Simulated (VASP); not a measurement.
Runs of VASP 6.6.1 on Mn. The structure is that of space group P6_3/mmc (No. 194), or close to it. The cells are those of the table. 

```tsv
task	cell	k mesh	cutoff (eV)	gap on the mesh (eV)	pressure (GPa)	moment (μB)
single point	a = 2.602, b = 2.602, c = 4.230 Å, angles 90.0, 90.0, 120.0°, 2 atoms	24 × 24 × 13	520	none	(a)	0.00
single point	a = 2.505, b = 2.505, c = 4.073 Å, angles 90.0, 90.0, 120.0°, 2 atoms	14 × 14 × 8	520	none	0.4	0.00
single point	a = 2.401, b = 2.401, c = 3.903 Å, angles 90.0, 90.0, 120.0°, 2 atoms	24 × 24 × 13	520	none	39.1	0.00
relaxation of cell and atoms	relaxed from a = 2.552, b = 2.552, c = 4.167 Å, angles 90.0, 90.0, 120.0°, 2 atoms	14 × 14 × 8	600	none	-0.1	0.00
```

Alike in all rows: level RPBE; potentials or basis VASP PAW PBE potentials, release 64 (Mn_pv); spin collinear, antiferromagnetic start; smearing fermi-dirac 0.05 eV.

Question: Fill in the values left out.

Answer: (a) -13.0.

Caveats: the PAW data sets were made with another functional, which shifts forces and pressure a little.

A gap of «none» marks levels without a gap at the run's occupations.
